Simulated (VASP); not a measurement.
## NiO2: single point with PBEsol

Crystal: NiO2.

```xyz
3
Lattice="2.8624 0.0000 0.0000 -1.4312 2.4789 0.0000 0.0000 0.0000 4.7038" Properties=species:S:1:pos:R:3 pbc="T T T"
Ni    0.0000    0.0000    2.3519
O     1.4312    0.8263    3.1164
O     0.0000    1.6526    1.5874
```

This cell differs from its parent crystal: atoms shifted along a free coordinate, c/a of the conventional cell at fixed volume 1.6433.

```
Program                : VASP 6.6.1
Task                   : single point
Functional             : PBEsol
Potentials or basis    : VASP PAW PBE potentials, release 64 (Ni_sv_GW, O)
Cutoff                 : 700 eV
k mesh                 : 12 × 12 × 6
Occupations            : gaussian, width 0.05 eV
Spin                   : no spin polarisation
Dipole correction      : no
Further INCAR settings : ALGO = Normal; EDIFF = 1e-06; NBANDS = 22
```

```yaml
Pressure: 12.1 GPa
Largest_force: 2.590 eV/Å
Band_gap_on_the_k_mesh: 0.77 eV (least direct gap 1.22 eV)
```

Forces on the atoms (eV/Å):
```
Ni   0.000  0.000  0.000
O    0.000  0.000  2.590
O    0.000  0.000 -2.590
```

Stress tensor (GPa, compression positive):
```
 9.14  0.00  0.00
 0.00  9.14  0.00
 0.00  0.00 18.07
```

Levels at points of the mesh, in eV from the valence-band top:
| k point | band 12 | band 13 | band 14 | band 15 | band 16 | band 17 | band 18 | band 19 |
| --- | --- | --- | --- | --- | --- | --- | --- | --- |
| (0.00, 0.00, 0.00) | -1.70 | -1.70 | -1.53 | -0.14 | 2.29 | 2.29 | 6.91 | 10.81 |
| (0.50, 0.00, 0.00) | -2.31 | -2.12 | -1.84 | -1.12 | 1.19 | 2.31 | 12.00 | 12.07 |
| (0.00, 0.00, 0.50) | -2.28 | -1.71 | -1.71 | 0.00 | 2.31 | 2.31 | 8.52 | 9.89 |
| (0.50, 0.00, 0.50) | -2.31 | -2.10 | -1.53 | -1.16 | 1.17 | 2.28 | 10.85 | 12.34 |

Run time: 62 s on 1 thread of Intel(R) Xeon(R) 6975P-C (Granite Rapids) (shared host), peak memory 0.27 GiB.

Caveat: the stress differs along the axes, from 9 to 18 GPa; the PAW data sets were made with another functional, which shifts forces and pressure a little; the run has no spin polarisation, though such a crystal can be magnetic. A k mesh can miss the band edges.
